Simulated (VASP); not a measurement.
The system is Sr.

```
Sr
1.0
     0.00000    4.18500    4.18500
     4.18500    0.00000    4.18500
     4.18500    4.18500    0.00000
Sr
2
Direct
  0.00000 0.00000 0.00000
  0.25000 0.25000 0.25000
```

This isn't the form of Sr at room conditions, which is fcc.

```yaml
Program: VASP 6.6.1
Task: relaxation of cell and atoms
Functional: LDA
Potentials_or_basis: VASP PAW LDA potentials, release 64 (Sr_sv)
Cutoff: 500 eV
k_mesh: 9 × 9 × 9
Occupations: methfessel-paxton, width 0.05 eV
Spin: no spin polarisation
```

At the start: pressure 0.8 GPa; volume 73.30 Å³/atom.

Problem. Where does the relaxation end?

Solution. Over 5 steps the energy falls by 67.0 meV/atom and the volume is 99.34 Å³/atom (+35.5 %); space group Fd-3m (No. 227, to 0.1 Å) before and after.

The path:
```tsv
step	energy change (eV)	largest force (eV/Å)	pressure (GPa)	volume (Å³)
1	0.0000	0.0000	0.82	146.59
2	-0.0381	0.0000	0.71	154.66
3	-0.1198	0.0000	0.27	180.62
4	-0.0626	0.0000	-0.44	240.94
5	-0.1339	0.0000	-0.02	198.68
```

Final structure:
```cif
data_structure
_symmetry_space_group_name_H-M 'P 1'
_symmetry_Int_Tables_number 1
_cell_length_a 6.5497
_cell_length_b 6.5497
_cell_length_c 6.5497
_cell_angle_alpha 60.000
_cell_angle_beta 60.000
_cell_angle_gamma 60.000
_cell_volume 198.68
loop_
_atom_site_label
_atom_site_type_symbol
_atom_site_fract_x
_atom_site_fract_y
_atom_site_fract_z
_atom_site_occupancy
Sr1 Sr 0.00000 0.00000 0.00000 1
Sr2 Sr 0.25000 0.25000 0.25000 1
```

Caveat: the volume moved by over 15 % at a fixed basis, so the end points are rough.
